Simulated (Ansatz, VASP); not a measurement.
## One calculation of CdO, two programs

```
Cd O
1.0
     0.00000    2.31713    2.31713
     2.31713    0.00000    2.31713
     2.31713    2.31713    0.00000
Cd O
1 1
Direct
  0.00000 0.00000 0.00000
  0.50000 0.50000 0.50000
```

Alike in both runs: task single point; functional LDA; k mesh 16 × 16 × 16; occupations gaussian, width 0.1 eV; no spin polarisation.

|  | VASP | Ansatz |
| --- | --- | --- |
| version | VASP 6.6.1 | Ansatz 0.2.0 |
| potentials or method | VASP PAW LDA potentials, release 64 (Cd, O), cutoff 600 eV | scalar-relativistic, plane waves, PAW |
| valence electrons in the cell | 18 | 26 |

```csv
,VASP,Ansatz,Ansatz less VASP
gap on the k mesh at the Fermi level (eV),none,none,-
pressure (GPa),1.9,0.0,-1.95
```

LDA's correlation is that of Perdew and Zunger in VASP and of Perdew and Wang (1992) in Ansatz. A gap of «none» marks a metal or a gap that the smearing closes. VASP's potentials hold 18 valence electrons a cell and Ansatz's 26, so a difference there can come from the potentials and not from the codes.
